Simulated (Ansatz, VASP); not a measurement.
## Au in VASP and in Ansatz

POSCAR

```
Au
1.0
    2.9381622711      0.0000000000      0.0000000000
   -1.4690811355      2.5445231672      0.0000000000
    0.0000000000      0.0000000000      4.9442178906
Au
2
Direct
    0.6666666667      0.3333333333      0.2500000000
    0.3333333333      0.6666666667      0.7500000000
```

Contents of INCAR.step1:

```
ALGO = Normal
EDIFF = 1E-4
ENCUT = 520
GGA = PE
ISMEAR = -1
LASPH = T
LCHARG = F
LREAL = F
LWAVE = T
NBANDS = 18
NELM = 100
PREC = Accurate
SIGMA = 0.05
```

INCAR.step2

```
ALGO = Normal
EDIFF = 1E-6
ENCUT = 520
ISIF = 2
ISMEAR = -1
ISTART = 1
LASPH = T
LCHARG = F
LMIXTAU = T
LREAL = F
LWAVE = F
METAGGA = R2SCAN
NBANDS = 18
NELM = 100
PREC = Accurate
SIGMA = 0.05
```

File KPOINTS:

```
k-points
0
Gamma
  11 11 6
```

input.yaml

```yaml
crystal:
  lattice:
    - [2.9381622711, 0.0, 0.0]
    - [-1.4690811355, 2.5445231672, 0.0]
    - [0.0, 0.0, 4.9442178906]
  atoms:
    - { symbol: Au, position: [0.6666666667, 0.3333333333, 0.25] }
    - { symbol: Au, position: [0.3333333333, 0.6666666667, 0.75] }
hamiltonian:
  xc: r2scan
  pseudopotentials: { kind: paw }
kpoints:
  mp_grid: { grid: [11, 11, 6] }
scf:
  occupations: { method: fermi_dirac, width: 0.05 }
output:
  forces: true
  stress: true
  eigenvalues: true
  write_density: true
  write_potential: true
  elf: true
  volumetric_format: npy
```

Alike in both runs: task single point; functional r2SCAN; k mesh 11 × 11 × 6; occupations fermi-dirac, width 0.05 eV; no spin polarisation.

```csv
,VASP,Ansatz
version,VASP 6.6.1,Ansatz 0.2.0
potentials or method,"VASP PAW PBE potentials, release 64 (Au)",Ansatz PAW
plane-wave cutoff (eV),520,500
valence electrons in the cell,22,38
```

Ansatz gave:

| Quantity | Value |
| --- | --- |
| gap on the k mesh at the Fermi level (eV) | none |
| pressure (GPa) | -6.7 |
| traceless stress, the component that is largest in VASP (GPa) | 0.22 |

Task: What did VASP give for the same quantities?

Result: gap on the k mesh at the Fermi level (eV): none; pressure (GPa): -6.5; traceless stress, the component that is largest in VASP (GPa): 0.19.

VASP's potentials were made for PBE, not for r2SCAN. A gap of «none» marks a metal or a gap that the smearing closes. With one functional, cell and mesh, what is left measures potentials, basis and numerics. VASP's potentials hold 22 valence electrons a cell and Ansatz's 38, so a difference there can come from the potentials and not from the codes.

Spin-orbit coupling is off throughout.
